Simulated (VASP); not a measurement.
Input of a VASP 6.6.1 run:

INCAR

```
ALGO = Normal
EDIFF = 1E-6
EDIFFG = -0.01
ENCUT = 600
GGA = PE
IBRION = 2
ISIF = 3
ISMEAR = 0
LASPH = True
LCHARG = False
LREAL = False
LWAVE = False
NELM = 100
NSW = 100
PREC = Accurate
SIGMA = 0.1
```

File KPOINTS:

```
k-points
0
Gamma
  12 12 14
```

Contents of POSCAR:

```
CaCuH2
1.0
    3.6248057445      0.0000000000      0.0000000000
    0.0000000000      3.6248057445      0.0000000000
    0.0000000000      0.0000000000      3.4800428453
Ca Cu H
1 1 2
Direct
    0.0000000000      0.0000000000      0.0000000000
    0.5000000000      0.5000000000      0.5000000000
    0.0000000000      0.5000000000      0.5000000000
    0.5000000000      0.0000000000      0.5000000000
```

Potentials or basis: VASP PAW PBE potentials, release 64 (Ca_sv, Cu, H).

The run is started by

```console
$ cat potpaw_PBE.64/Ca_sv/POTCAR potpaw_PBE.64/Cu/POTCAR potpaw_PBE.64/H/POTCAR > POTCAR
$ mpirun -np 1 vasp_std > vasp.out
```

**Question.** Estimate the space group after relaxing (to 0.1 Å).

**Answer.** P4/mmm (No. 123).

**Question.** What does it give for the band gap on the k mesh?

**Answer.** Zero (an odd number of electrons rules out a gap without spin polarisation).

**Question.** Estimate the relaxed cell.

**Answer.** a = 3.654 Å, b = 3.654 Å, c = 3.419 Å, α = 90.00°, β = 90.00°, γ = 90.00°.

The path:
```tsv
step	energy change (eV)	largest force (eV/Å)	pressure (GPa)	volume (Å³)
1	0.0000	0.0000	0.11	45.73
2	-0.0021	0.0000	-0.04	45.77
3	-0.0043	0.0000	-0.33	45.87
4	-0.0044	0.0000	-0.36	45.90
5	-0.0048	0.0000	-0.10	45.65
```
